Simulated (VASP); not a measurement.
# Ir (P6_3/mmc) in VASP: single point with PBE

Aim: the single point of Ir with PBE.

Everything below comes from runs of VASP 6.6.1. Logs are shortened: lines on timing, memory, paths and dates and some standing lists are left out, and cuts for length are marked.

### 1 The cell of the first run

It takes space group P6_3/mmc (No. 194, hexagonal). The conventional cell has a = 2.412 Å, b = 2.412 Å, c = 3.932 Å, α = 90.00°, β = 90.00°, γ = 120.00°. Within 3.2 Å of Ir (site symmetry -6m2) lie 12 Ir at 2.41 Å.

This isn't the form of Ir at room conditions, which is fcc.

### 2 Single point, PBE (9.90 Å³/atom)

INCAR reads:

```
SYSTEM = Ir
PREC = Accurate ; ENCUT = 560
EDIFF = 1E-6 ; ISMEAR = -1
SIGMA = 0.05 ; LREAL = .False.
LASPH = .True. ; NELM = 120
ALGO = Normal ; ISIF = 2
LWAVE = .False. ; LCHARG = .False.
GGA = PE ; NBANDS = 24
GGA_COMPAT = .False.
```

KPOINTS reads:

```
Automatic mesh
0
Gamma
  18 18 10
  0 0 0
```

POSCAR reads:

```
Ir
1.0
    2.4119271252      0.0000000000      0.0000000000
   -1.2059635626      2.0887901625      0.0000000000
    0.0000000000      0.0000000000      3.9317877774
Ir
2
Direct
    0.3333333333      0.6666666667      0.2500000000
    0.6666666667      0.3333333333      0.7500000000
```

Potentials or basis: VASP PAW PBE potentials, release 64 (Ir_sv_GW).

On the command line:

```
$ cat potpaw_PBE.64/Ir_sv_GW/POTCAR > POTCAR
$ mpirun -np 1 vasp_std > vasp.out
```

OUTCAR:

```text
SYSTEM = Ir
   PREC = Accurate
   ENCUT = 560
   EDIFF = 1E-6
   ISMEAR = -1
   LREAL = .False.
   LASPH = .True.
   NELM = 120
   ISIF = 2
   GGA = PE

 ion  position               nearest neighbor table
   1  0.333  0.667  0.250-   2 2.41   2 2.41   2 2.41   2 2.41   2 2.41   2 2.41
   2  0.667  0.333  0.750-   1 2.41   1 2.41   1 2.41   1 2.41   1 2.41   1 2.41

  LATTYP: Found a hexagonal cell.
 ALAT       =     2.4119271252
 C/A-ratio  =     1.6301436873

  Lattice vectors:

 A1 = (   2.4119271252,   0.0000000000,   0.0000000000)
 A2 = (  -1.2059635626,   2.0887901625,   0.0000000000)
 A3 = (   0.0000000000,   0.0000000000,   3.9317877774)

Analysis of symmetry for initial positions (statically):
=====================================================================
 Subroutine PRICEL returns:
 Original cell was already a primitive cell.

 Routine SETGRP: Setting up the symmetry group for a
 hexagonal supercell.

 Subroutine GETGRP returns: Found 24 space group operations
 (whereof 12 operations were pure point group operations)
 out of a pool of 24 trial point group operations.

The static configuration has the point symmetry D_3d.
 The point group associated with its full space group is D_6h.

Analysis of symmetry for dynamics (positions and initial velocities):
=====================================================================
 Subroutine PRICEL returns:
 Original cell was already a primitive cell.

 Routine SETGRP: Setting up the symmetry group for a
 hexagonal supercell.

 Subroutine GETGRP returns: Found 24 space group operations
 (whereof 12 operations were pure point group operations)
 out of a pool of 24 trial point group operations.

The dynamic configuration has the point symmetry D_3d.
 The point group associated with its full space group is D_6h.

 Subroutine INISYM returns: Found 24 space group operations
 (whereof 12 operations are pure point group operations),
 and found     1 'primitive' translations

----------------------------------------------------------------------------------------

                                     Primitive cell

  volume of cell :      19.8084

  direct lattice vectors                    reciprocal lattice vectors
     2.411927125  0.000000000  0.000000000     0.414606225  0.239373016  0.000000000
    -1.205963563  2.088790163  0.000000000     0.000000000  0.478746031  0.000000000
     0.000000000  0.000000000  3.931787777     0.000000000  0.000000000  0.254337227

  length of vectors
     2.411927125  2.411927125  3.931787777     0.478746031  0.478746031  0.254337227

  position of ions in fractional coordinates (direct lattice)
     0.333333333  0.666666667  0.250000000
     0.666666667  0.333333333  0.750000000

  ion indices of the primitive-cell ions
   primitive index   ion index
                 1           1
                 2           2

----------------------------------------------------------------------------------------

 KPOINTS: Automatic mesh

Automatic generation of k-mesh.
 Grid dimensions read from file:
 generate k-points for:   18   18   10

 Generating k-lattice:

  Cartesian coordinates                     Fractional coordinates (reciprocal lattice)
     0.023033679  0.013298501  0.000000000     0.055555556  0.000000000  0.000000000
     0.000000000  0.026597002  0.000000000     0.000000000  0.055555556  0.000000000
     0.000000000  0.000000000  0.025433723     0.000000000  0.000000000  0.100000000

  Length of vectors
     0.026597002  0.026597002  0.025433723

  Shift w.r.t. Gamma in fractional coordinates (k-lattice)
     0.000000000  0.000000000  0.000000000

 Subroutine IBZKPT returns following result:
 ===========================================

 Found    222 irreducible k-points:

 Following reciprocal coordinates:
            Coordinates               Weight
  0.000000  0.000000  0.000000      1.000000
  0.055556  0.000000  0.000000      6.000000
  0.111111  0.000000  0.000000      6.000000
  0.166667  0.000000  0.000000      6.000000
  0.222222  0.000000  0.000000      6.000000
  0.277778 -0.000000  0.000000      6.000000
[... 16 lines left out ...]
  0.333333  0.111111  0.000000     12.000000
  0.388889  0.111111  0.000000     12.000000
 [... further k-points ...]
   k-points           NKPTS =    222   k-points in BZ     NKDIM =    222   number of bands    NBANDS=     24
   number of dos      NEDOS =    301   number of ions     NIONS =      2
   total plane-waves  NPLWV =  12000
   dimension x,y,z NGX =    20 NGY =   20 NGZ =   30
   dimension x,y,z NGXF=    40 NGYF=   40 NGZF=   60
   ions per type =               2
   NGX,Y,Z   is equivalent  to a cutoff of  13.79, 13.79, 12.68 a.u.
   NGXF,Y,Z  is equivalent  to a cutoff of  27.57, 27.57, 25.37 a.u.
 SYSTEM =  Ir
   PREC   = accura    normal or accurate (medium, high low for compatibility)
   ISTART =      0    job   : 0-new  1-cont  2-samecut
   ICHARG =      2    charge: 1-file 2-atom 10-const
   ISPIN  =      1    spin polarized calculation?
   LNONCOLLINEAR =      F non collinear calculations
   LSORBIT =      F    spin-orbit coupling
   LASPH  =      T    aspherical Exc in radial PAW
   ENCUT  =  560.0 eV  41.16 Ry    6.42 a.u.   4.65  4.65  7.59*2*pi/ulx,y,z
   NELM   =    120;   NELMIN=  2; NELMDL= -5     # of ELM steps
   EDIFF  = 0.1E-05   stopping-criterion for ELM
   LREAL  =      F    real-space projection
   EDIFFG = 0.1E-04   stopping-criterion for IOM
   NSW    =      0    number of steps for IOM
   IBRION =     -1    ionic relax: 0-MD 1-quasi-New 2-CG
   NFREE  =      0    steps in history (QN), initial steepest desc. (CG)
   ISIF   =      2    stress and relaxation
   ISYM   =      2    0-nonsym 1-usesym 2-fastsym
   POTIM  = 0.5000    time-step for ionic-motion
   TEBEG  =    0.0;   TEEND  =   0.0 temperature during run
   PSTRESS=    0.0 pullay stress
   NELECT =      34.0000    total number of electrons
   NUPDOWN=      -1.0000    fix difference up-down
   EMIN   =  10.00;   EMAX   =-10.00  energy-range for DOS
   EFERMI =   0.00;   METHOD = LEGACY
   ISMEAR =    -1;   SIGMA  =   0.05  broadening in eV -4-tet -1-fermi 0-gaus
   EFERMI_NEDOS =   21; number of points for ismear=-14 and -15
   IALGO  =     38    algorithm
   IMIX   =      4    mixing-type and parameters
     AMIX     =   0.40;   BMIX     =  1.00
     AMIX_MAG =   1.60;   BMIX_MAG =  1.00
  volume/ion in A,a.u.               =       9.90        66.84
  Fermi-wavevector in a.u.,A,eV,Ry     =   1.960130  3.704108 52.275052  3.842108
  Thomas-Fermi vector in A             =   2.985357
   LORBIT       =      0    0 simple, 1 ext, 2 COOP (PROOUT), +10 PAW based schemes
   GGA     = PE    functional components
   LHFCALC =     F    Hartree Fock is set to
   AEXX    =    0.0000 exact exchange contribution
   IVDW    =     0    specifies the selected vdW correction
   LEPSILON=     F    determine dielectric tensor
   LRPA    =     F    only Hartree local field effects (RPA)
 non-spin polarized calculation
  energy-cutoff  :      560.00
  volume of cell :       19.81
 maximum number of plane-waves:       615
 NGX is ok and might be reduce to    20
   NGX =  9   NGY =  9   NGZ = 15

 number of electron      34.0000000 magnetization

 Free energy of the ion-electron system (eV)
  ---------------------------------------------------
  ext. energy  EPLUGINS =         0.00000000
  ---------------------------------------------------
  free energy    TOTEN  =       -11.83913079 eV

  energy without entropy =      -11.82900282  energy(sigma->0) =      -11.83406681

 E-fermi :  21.3154     XC(G=0): -16.9803

 val. band max:       21.2898754598   @ k =   0.2778  -0.0000   0.4000
 cond. band min:      21.3229858020   @ k =   0.3333   0.2778   0.1000
 fundamental gap:      0.0331103422
 Fermi energy:        21.3153844159

 k-point     1 :       0.0000    0.0000    0.0000
  band No.  band energies     occupation
      1     -73.3298      2.00000
      2     -72.9974      2.00000
      3     -31.6611      2.00000
      4     -29.3739      2.00000
      5     -29.3739      2.00000
      6     -29.0336      2.00000
[... 16 lines left out ...]
     23      35.7165      0.00000
     24      38.5725      0.00000

 k-point     2 :       0.0556    0.0000    0.0000
  band No.  band energies     occupation
      1     -73.3217      2.00000
      2     -72.9930      2.00000
      3     -31.6360      2.00000
      4     -29.4381      2.00000
      5     -29.3942      2.00000
      6     -29.0923      2.00000
[... 16 lines left out ...]
     23      35.9834      0.00000
     24      38.7833      0.00000

 k-point     3 :       0.1111    0.0000    0.0000
  band No.  band energies     occupation
      1     -73.2964      2.00000
      2     -72.9804      2.00000
      3     -31.5623      2.00000
      4     -29.6222      2.00000
      5     -29.4507      2.00000
      6     -29.2801      2.00000
[... 16 lines left out ...]
     23      36.6881      0.00000
     24      39.4998      0.00000

 k-point     4 :       0.1667    0.0000    0.0000
  band No.  band energies     occupation
      1     -73.2571      2.00000
      2     -72.9625      2.00000
      3     -31.4448      2.00000
      4     -29.9018      2.00000
      5     -29.5598      2.00000
      6     -29.5350      2.00000
[... 16 lines left out ...]
     23      37.2905      0.00000
     24      40.0546      0.00000

 k-point     5 :       0.2222    0.0000    0.0000
  band No.  band energies     occupation
      1     -73.2078      2.00000
      2     -72.9423      2.00000
      3     -31.2914      2.00000
      4     -30.2400      2.00000
      5     -29.8903      2.00000
      6     -29.6348      2.00000
[... 451 lines left out ...]
 k-point    22 :       0.2778    0.1111    0.0000
  band No.  band energies     occupation
      1     -73.0832      2.00000
      2     -72.9015      2.00000
      3     -30.8840      2.00000
      4     -30.8593      2.00000
      5     -30.5838      2.00000
      6     -29.9016      2.00000
[... 16 lines left out ...]
     23      35.5057      0.00000
     24      36.4679      0.00000

 k-point    23 :       0.3333    0.1111    0.0000
  band No.  band energies     occupation
      1     -73.0365      2.00000
      2     -72.8939      2.00000
      3     -31.1264      2.00000
      4     -30.7620      2.00000
      5     -30.6727      2.00000
      6     -30.0144      2.00000
[... 16 lines left out ...]
     23      34.7430      0.00000
     24      34.9564      0.00000

 k-point    24 :       0.3889    0.1111    0.0000
  band No.  band energies     occupation
      1     -73.0016      2.00000
      2     -72.8922      2.00000
      3     -31.2816      2.00000
      4     -30.8767      2.00000
      5     -30.5207      2.00000
      6     -30.0867      2.00000
[... 16 lines left out ...]
     23      34.4105      0.00000
     24      35.7575      0.00000

 [... further k-points ...]

------------------------ aborting loop because EDIFF is reached ----------------------------------------

  FORCE on cell =-STRESS in cart. coord.  units (eV):
  Direction    XX          YY          ZZ          XY          YZ          ZX
  --------------------------------------------------------------------------------------
  -------------------------------------------------------------------------------------
  Total       42.0255014     42.0255014     42.0046105      0.0000000     -0.0000000      0.0000000
  in kB     3399.1820300   3399.1820300   3397.4922947      0.0000000     -0.0000000      0.0000000
  external PRESSURE =    3398.6187849 kB  Pullay stress =       0.0000000 kB

 VOLUME and BASIS-vectors are now :
 -----------------------------------------------------------------------------
  energy-cutoff  :      560.00
  volume of cell :       19.81
      direct lattice vectors                 reciprocal lattice vectors
     2.411927125  0.000000000  0.000000000     0.414606225  0.239373016  0.000000000
    -1.205963563  2.088790163  0.000000000     0.000000000  0.478746031  0.000000000
     0.000000000  0.000000000  3.931787777     0.000000000  0.000000000  0.254337227

 POSITION                                       TOTAL-FORCE (eV/Angst)
 -----------------------------------------------------------------------------------
     -0.00000      1.39253      0.98295         0.000000      0.000000      0.000000
      1.20596      0.69626      2.94884        -0.000000      0.000000      0.000000
 -----------------------------------------------------------------------------------
    total drift:                                0.000000     -0.000000      0.000000

  FREE ENERGIE OF THE ION-ELECTRON SYSTEM (eV)
  ---------------------------------------------------
  free  energy   TOTEN  =       -11.8391307903 eV

  energy  without entropy=      -11.8290028204  energy(sigma->0) =      -11.83406681
```

Run time: 45 s. Hardware: 1 thread of Intel Xeon 6975P-C (Granite Rapids), shared host; peak memory 0.22 GiB.

Results:

```
Free energy            : -11.8391 eV
Pressure               : 339.9 GPa
Band gap on the k mesh : zero (bands 17 and 18 overlap by 6.01 eV)
```

Levels at points of the mesh, in eV from the Fermi level:
```tsv
k point	band 14	band 15	band 16	band 17	band 18	band 19	band 20	band 21
(0.00, 0.00, 0.00)	-5.50	-5.50	-4.05	-4.05	-1.37	0.39	0.39	10.76
(0.50, 0.00, 0.00)	-5.01	-4.92	1.49	1.90	2.25	5.01	6.89	11.11
(0.00, 0.00, 0.50)	-6.81	-6.81	-6.81	-0.72	-0.72	-0.72	-0.72	11.85
(0.50, 0.00, 0.50)	-3.74	-1.59	-1.59	1.93	1.93	3.20	3.20	11.41
```

Caveat: the cell stands under pressure; spin-orbit coupling is left out, which moves the levels of the heavy elements.

The gap in the log of VASP goes by the Fermi energy; the results here count the filled bands.